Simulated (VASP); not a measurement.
# BaTe (CsCl type) (Pm-3m) in VASP: further runs

Runs on BaTe (CsCl type). Level: PBE. Tasks: electric field gradients.

Program: VASP 6.6.1. These are calculated values, not measurements. Logs are shortened: lines on timing, memory, paths and dates and some standing lists are left out, and cuts for length are marked.

### Step 1. The cell of the first run

It takes space group Pm-3m (No. 221, cubic). The conventional cell has a = 4.156 Å, b = 4.156 Å, c = 4.156 Å, α = 90.00°, β = 90.00°, γ = 90.00°. Within 4.7 Å of Ba (site symmetry m-3m) lie 8 Te at 3.60 Å and 6 Ba at 4.16 Å. Te (site symmetry m-3m) has 8 Ba at 3.60 Å and 6 Te at 4.16 Å within 4.7 Å.

### Step 2. Electric field gradients, PBE (35.90 Å³/atom)

INCAR

```
SYSTEM = BaTe
PREC = Accurate ; ENCUT = 520
EDIFF = 1E-8 ; ISMEAR = -1
SIGMA = 0.05 ; LREAL = .FALSE.
LASPH = .TRUE. ; NELM = 80
ALGO = Normal ; ISIF = 2
LWAVE = .FALSE. ; LCHARG = .FALSE.
GGA = PE ; LEFG = .TRUE.
NBANDS = 15
```

KPOINTS

```
regular mesh
0
G
  9 9 9
  0 0 0
```

POSCAR

```
BaTe
1.0
    4.1564905238      0.0000000000      0.0000000000
    0.0000000000      4.1564905238      0.0000000000
    0.0000000000      0.0000000000      4.1564905238
Ba Te
1 1
Direct
    0.0000000000      0.0000000000      0.0000000000
    0.5000000000      0.5000000000      0.5000000000
```

Potentials or basis: VASP PAW PBE potentials, release 64 (Ba_sv, Te).

Command:

```bash
$ cat potpaw_PBE.64/Ba_sv/POTCAR potpaw_PBE.64/Te/POTCAR > POTCAR
$ mpirun -np 1 vasp_std > vasp.out
```

OUTCAR:

```text
SYSTEM = BaTe
   PREC = Accurate
   ENCUT = 520
   EDIFF = 1E-8
   ISMEAR = -1
   LREAL = .FALSE.
   LASPH = .TRUE.
   NELM = 80
   ISIF = 2
   GGA = PE

 ion  position               nearest neighbor table
   1  0.000  0.000  0.000-   2 3.60   2 3.60   2 3.60   2 3.60   2 3.60   2 3.60   2 3.60   2 3.60

   2  0.500  0.500  0.500-   1 3.60   1 3.60   1 3.60   1 3.60   1 3.60   1 3.60   1 3.60   1 3.60

  LATTYP: Found a simple cubic cell.
 ALAT       =     4.1564905238

  Lattice vectors:

 A1 = (   4.1564905238,   0.0000000000,   0.0000000000)
 A2 = (   0.0000000000,   4.1564905238,   0.0000000000)
 A3 = (   0.0000000000,   0.0000000000,   4.1564905238)

Analysis of symmetry for initial positions (statically):
=====================================================================
 Subroutine PRICEL returns:
 Original cell was already a primitive cell.

 Routine SETGRP: Setting up the symmetry group for a
 simple cubic supercell.

 Subroutine GETGRP returns: Found 48 space group operations
 (whereof 48 operations were pure point group operations)
 out of a pool of 48 trial point group operations.

The static configuration has the point symmetry O_h .

Analysis of symmetry for dynamics (positions and initial velocities):
=====================================================================
 Subroutine PRICEL returns:
 Original cell was already a primitive cell.

 Routine SETGRP: Setting up the symmetry group for a
 simple cubic supercell.

 Subroutine GETGRP returns: Found 48 space group operations
 (whereof 48 operations were pure point group operations)
 out of a pool of 48 trial point group operations.

The dynamic configuration has the point symmetry O_h .

 Subroutine INISYM returns: Found 48 space group operations
 (whereof 48 operations are pure point group operations),
 and found     1 'primitive' translations

----------------------------------------------------------------------------------------

                                     Primitive cell

  volume of cell :      71.8092

  direct lattice vectors                    reciprocal lattice vectors
     4.156490524  0.000000000  0.000000000     0.240587581  0.000000000  0.000000000
     0.000000000  4.156490524  0.000000000     0.000000000  0.240587581  0.000000000
     0.000000000  0.000000000  4.156490524     0.000000000  0.000000000  0.240587581

  length of vectors
     4.156490524  4.156490524  4.156490524     0.240587581  0.240587581  0.240587581

  position of ions in fractional coordinates (direct lattice)
     0.000000000  0.000000000  0.000000000
     0.500000000  0.500000000  0.500000000

  ion indices of the primitive-cell ions
   primitive index   ion index
                 1           1
                 2           2

----------------------------------------------------------------------------------------

 KPOINTS: regular mesh

Automatic generation of k-mesh.
 Grid dimensions read from file:
 generate k-points for:    9    9    9

 Generating k-lattice:

  Cartesian coordinates                     Fractional coordinates (reciprocal lattice)
     0.026731953  0.000000000  0.000000000     0.111111111  0.000000000  0.000000000
     0.000000000  0.026731953  0.000000000     0.000000000  0.111111111  0.000000000
     0.000000000  0.000000000  0.026731953     0.000000000  0.000000000  0.111111111

  Length of vectors
     0.026731953  0.026731953  0.026731953

  Shift w.r.t. Gamma in fractional coordinates (k-lattice)
     0.000000000  0.000000000  0.000000000

 Subroutine IBZKPT returns following result:
 ===========================================

 Found     35 irreducible k-points:

 Following reciprocal coordinates:
            Coordinates               Weight
  0.000000  0.000000  0.000000      1.000000
  0.111111  0.000000  0.000000      6.000000
  0.222222  0.000000  0.000000      6.000000
  0.333333  0.000000  0.000000      6.000000
  0.444444  0.000000  0.000000      6.000000
  0.111111  0.111111  0.000000     12.000000
[... 16 lines left out ...]
  0.333333  0.333333  0.111111     24.000000
  0.444444  0.333333  0.111111     48.000000
 [... further k-points ...]
   k-points           NKPTS =     35   k-points in BZ     NKDIM =     35   number of bands    NBANDS=     15
   number of dos      NEDOS =    301   number of ions     NIONS =      2
   total plane-waves  NPLWV =  32768
   dimension x,y,z NGX =    32 NGY =   32 NGZ =   32
   dimension x,y,z NGXF=    64 NGYF=   64 NGZF=   64
   ions per type =               1   1
   NGX,Y,Z   is equivalent  to a cutoff of  12.80, 12.80, 12.80 a.u.
   NGXF,Y,Z  is equivalent  to a cutoff of  25.60, 25.60, 25.60 a.u.
 SYSTEM =  BaTe
   PREC   = accura    normal or accurate (medium, high low for compatibility)
   ISTART =      0    job   : 0-new  1-cont  2-samecut
   ICHARG =      2    charge: 1-file 2-atom 10-const
   ISPIN  =      1    spin polarized calculation?
   LNONCOLLINEAR =      F non collinear calculations
   LSORBIT =      F    spin-orbit coupling
   LASPH  =      T    aspherical Exc in radial PAW
   ENCUT  =  520.0 eV  38.22 Ry    6.18 a.u.   7.73  7.73  7.73*2*pi/ulx,y,z
   NELM   =     80;   NELMIN=  2; NELMDL= -5     # of ELM steps
   EDIFF  = 0.1E-07   stopping-criterion for ELM
   LREAL  =      F    real-space projection
   EDIFFG = 0.1E-06   stopping-criterion for IOM
   NSW    =      0    number of steps for IOM
   IBRION =     -1    ionic relax: 0-MD 1-quasi-New 2-CG
   NFREE  =      0    steps in history (QN), initial steepest desc. (CG)
   ISIF   =      2    stress and relaxation
   ISYM   =      2    0-nonsym 1-usesym 2-fastsym
   POTIM  = 0.5000    time-step for ionic-motion
   TEBEG  =    0.0;   TEEND  =   0.0 temperature during run
   PSTRESS=    0.0 pullay stress
   NELECT =      16.0000    total number of electrons
   NUPDOWN=      -1.0000    fix difference up-down
   EMIN   =  10.00;   EMAX   =-10.00  energy-range for DOS
   EFERMI =   0.00;   METHOD = LEGACY
   ISMEAR =    -1;   SIGMA  =   0.05  broadening in eV -4-tet -1-fermi 0-gaus
   EFERMI_NEDOS =   21; number of points for ismear=-14 and -15
   IALGO  =     38    algorithm
   IMIX   =      4    mixing-type and parameters
     AMIX     =   0.40;   BMIX     =  1.00
     AMIX_MAG =   1.60;   BMIX_MAG =  1.00
  volume/ion in A,a.u.               =      35.90       242.30
  Fermi-wavevector in a.u.,A,eV,Ry     =   0.992479  1.875514 13.401939  0.985015
  Thomas-Fermi vector in A             =   2.124294
   LORBIT       =      0    0 simple, 1 ext, 2 COOP (PROOUT), +10 PAW based schemes
   GGA     = PE    functional components
   LHFCALC =     F    Hartree Fock is set to
   AEXX    =    0.0000 exact exchange contribution
   IVDW    =     0    specifies the selected vdW correction
   LEPSILON=     F    determine dielectric tensor
   LRPA    =     F    only Hartree local field effects (RPA)
 non-spin polarized calculation
  energy-cutoff  :      520.00
  volume of cell :       71.81
 maximum number of plane-waves:      1953
 NGX is ok and might be reduce to    32
   NGX = 15   NGY = 15   NGZ = 15

 number of electron      16.0000001 magnetization

 Free energy of the ion-electron system (eV)
  ---------------------------------------------------
  ext. energy  EPLUGINS =         0.00000000
  ---------------------------------------------------
  free energy    TOTEN  =        -8.24533399 eV

  energy without entropy =       -8.24531899  energy(sigma->0) =       -8.24532649

 E-fermi :   4.6899     XC(G=0):  -9.1008

 val. band max:        4.3143489046   @ k =   0.4444   0.4444   0.0000
 cond. band min:       5.0012271766   @ k =   0.0000   0.0000   0.0000
 fundamental gap:      0.6868782721
 Fermi energy:         4.6899062347

 k-point     1 :       0.0000    0.0000    0.0000
  band No.  band energies     occupation
      1     -23.6121      2.00000
      2      -8.6372      2.00000
      3      -8.6372      2.00000
      4      -8.6372      2.00000
      5      -6.2231      2.00000
      6       4.0275      2.00000
      7       4.0275      2.00000
      8       4.0275      2.00000
      9       5.0012      0.00395
     10       5.0012      0.00395
     11       7.2041      0.00000
     12       9.1057      0.00000
     13       9.1057      0.00000
     14       9.1057      0.00000
     15      13.0625      0.00000

 k-point     2 :       0.1111    0.0000    0.0000
  band No.  band energies     occupation
      1     -23.6078      2.00000
      2      -8.7436      2.00000
      3      -8.6293      2.00000
      4      -8.6293      2.00000
      5      -6.1020      2.00000
      6       3.2901      2.00000
      7       3.9527      2.00000
      8       3.9527      2.00000
      9       5.0764      0.00088
     10       5.5411      0.00000
     11       7.7383      0.00000
     12       9.1503      0.00000
     13       9.1587      0.00000
     14       9.1587      0.00000
     15      12.1620      0.00000

 k-point     3 :       0.2222    0.0000    0.0000
  band No.  band energies     occupation
      1     -23.5969      2.00000
      2      -8.9822      2.00000
      3      -8.6093      2.00000
      4      -8.6093      2.00000
      5      -5.8144      2.00000
      6       2.2105      2.00000
      7       3.7670      2.00000
      8       3.7670      2.00000
      9       5.2888      0.00001
     10       6.4935      0.00000
     11       8.7812      0.00000
     12       9.2699      0.00000
     13       9.3527      0.00000
     14       9.3527      0.00000
     15      10.9042      0.00000
[... 343 lines left out ...]
 k-point    23 :       0.3333    0.3333    0.1111
  band No.  band energies     occupation
      1     -23.5544      2.00000
      2      -9.0635      2.00000
      3      -8.9660      2.00000
      4      -8.6075      2.00000
      5      -5.4672      2.00000
      6       1.8555      2.00000
      7       2.3502      2.00000
      8       3.5341      2.00000
      9       6.2857      0.00000
     10       7.6340      0.00000
     11       7.6796      0.00000
     12       8.7738      0.00000
     13       9.2284      0.00000
     14      10.7532      0.00000
     15      12.8033      0.00000

 k-point    24 :       0.4444    0.3333    0.1111
  band No.  band energies     occupation
      1     -23.5467      2.00000
      2      -9.1316      2.00000
      3      -8.9580      2.00000
      4      -8.5933      2.00000
      5      -5.4717      2.00000
      6       1.7759      2.00000
      7       2.2913      2.00000
      8       3.6737      2.00000
      9       6.0588      0.00000
     10       7.3801      0.00000
     11       7.6071      0.00000
     12       8.7481      0.00000
     13       9.8130      0.00000
     14      11.0274      0.00000
     15      12.5001      0.00000

 [... further k-points ...]

------------------------ aborting loop because EDIFF is reached ----------------------------------------

  FORCE on cell =-STRESS in cart. coord.  units (eV):
  Direction    XX          YY          ZZ          XY          YZ          ZX
  --------------------------------------------------------------------------------------
  -------------------------------------------------------------------------------------
  Total        1.2844875      1.2844875      1.2844875      0.0000000     -0.0000000      0.0000000
  in kB       28.6589367     28.6589367     28.6589367      0.0000000     -0.0000000      0.0000000
  external PRESSURE =      28.6589367 kB  Pullay stress =       0.0000000 kB

 VOLUME and BASIS-vectors are now :
 -----------------------------------------------------------------------------
  energy-cutoff  :      520.00
  volume of cell :       71.81
      direct lattice vectors                 reciprocal lattice vectors
     4.156490524  0.000000000  0.000000000     0.240587581  0.000000000  0.000000000
     0.000000000  4.156490524  0.000000000     0.000000000  0.240587581  0.000000000
     0.000000000  0.000000000  4.156490524     0.000000000  0.000000000  0.240587581

 POSITION                                       TOTAL-FORCE (eV/Angst)
 -----------------------------------------------------------------------------------
      0.00000      0.00000      0.00000         0.000000      0.000000      0.000000
      2.07825      2.07825      2.07825         0.000000      0.000000      0.000000
 -----------------------------------------------------------------------------------
    total drift:                                0.000000      0.000000     -0.000000

  FREE ENERGIE OF THE ION-ELECTRON SYSTEM (eV)
  ---------------------------------------------------
  free  energy   TOTEN  =        -8.2453339923 eV

  energy  without entropy=       -8.2453189873  energy(sigma->0) =       -8.24532649

 Electric field gradients (V/A^2)
---------------------------------------------------------------------
 ion       V_xx      V_yy      V_zz      V_xy      V_xz      V_yz
---------------------------------------------------------------------
   1       0.000     0.000     0.000    -0.000    -0.000     0.000
   2       0.000     0.000    -0.000    -0.000    -0.000    -0.000
---------------------------------------------------------------------

 Electric field gradients after diagonalization (V/A^2)
 (convention: |V_zz| > |V_xx| > |V_yy|)
----------------------------------------------------------------------
 ion       V_xx      V_yy      V_zz     asymmetry (V_yy - V_xx)/ V_zz
----------------------------------------------------------------------
   1       0.000     0.000     0.000      -0.079
   2       0.000     0.000    -0.000       0.008
----------------------------------------------------------------------

           NMR quadrupolar parameters

 Cq : quadrupolar parameter    Cq=e*Q*V_zz/h
 eta: asymmetry parameters     (V_yy - V_xx)/ V_zz
 Q  : nuclear electric quadrupole moment in mb (millibarn)
----------------------------------------------------------------------
 ion       Cq(MHz)       eta       Q (mb)
----------------------------------------------------------------------
   1       0.000      -0.079       1.000
   2      -0.000       0.008       1.000
----------------------------------------------------------------------
```

Wall time 35 s (1 thread of Intel Xeon Platinum 8259CL at 2.50GHz (Skylake/Cascade Lake), shared host); peak memory 0.2 GiB.

What came out:

```yaml
Free_energy: -8.2453 eV
Pressure: 2.9 GPa
Band_gap_on_the_k_mesh: 0.69 eV (least direct gap 0.97 eV)
Largest_electric_field_gradient_by_atom: zero within the noise of the run
```

Levels at points of the mesh, in eV from the valence-band top:
```csv
k point,band 5,band 6,band 7,band 8,band 9,band 10,band 11,band 12
"(0.00, 0.00, 0.00)",-10.54,-0.29,-0.29,-0.29,0.69,0.69,2.89,4.79
```

Caveat: spin-orbit coupling is left out, which moves the levels of the heavy elements; an odd mesh through Γ misses points on the zone boundary, where band edges can lie.

[end of part 1 of 2]
